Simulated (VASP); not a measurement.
Crystal: Al.

```
Al
1.0
     0.00000    2.06452    2.06452
     2.06452    0.00000    2.06452
     2.06452    2.06452    0.00000
Al
1
Direct
  0.00000 0.00000 0.00000
```

Base run:

- Program: VASP 6.6.1
- Functional: b88 exchange, pbe correlation
- Potentials or basis: VASP PAW PBE potentials, release 64 (Al)
- Cutoff: 500 eV
- k mesh: 11 × 11 × 11
- Occupations: fermi-dirac, width 0.05 eV
- Spin: no spin polarisation

Its results: band gap on the k mesh zero (an odd number of electrons rules out a gap without spin polarisation); pressure -3.9 GPa.

Problem. The run is repeated on the same cell with these changes: functional from b88 exchange, pbe correlation to HSE06; cutoff from 500 eV to 520 eV; k mesh from 11 × 11 × 11 to 6 × 6 × 6. What comes out?

Solution. Band gap on the k mesh zero (an odd number of electrons rules out a gap without spin polarisation); pressure -4.8 GPa.

Several settings changed at once.

Caveats: some runs use coarse meshes; the PAW data sets were made with another functional, which shifts forces and pressure a little; the cell stands under tension (at least some runs).
